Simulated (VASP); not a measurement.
Input of a VASP 6.6.1 run:

The input INCAR:

```
ALGO = Normal
EDIFF = 1E-6
ENCUT = 520
GGA = PS
ISIF = 2
ISMEAR = 0
LASPH = True
LCHARG = False
LREAL = False
LWAVE = False
NBANDS = 14
NELM = 60
PREC = Accurate
SIGMA = 0.05
```

KPOINTS

```
k-points
0
Gamma
  10 10 10
```

Contents of POSCAR:

```
NaF
1.0
    0.0000000000      2.3200000000      2.3200000000
    2.3200000000      0.0000000000      2.3200000000
    2.3200000000      2.3200000000      0.0000000000
Na F
1 1
Direct
    0.0000000000      0.0000000000      0.0000000000
    0.5000000000      0.5000000000      0.5000000000
```

Potentials or basis: VASP PAW PBE potentials, release 64 (Na_pv, F).

Launch:

```console
$ cat potpaw_PBE.64/Na_pv/POTCAR potpaw_PBE.64/F/POTCAR > POTCAR
$ mpirun -np 1 vasp_std > vasp.out
```

(1) Predict the pressure.

(2) Estimate the band gap on the k mesh.

## Answers

(1) -0.4 GPa.

(2) 6.14 eV, direct.

Caveat: the PAW data sets were made with another functional, which shifts forces and pressure a little.
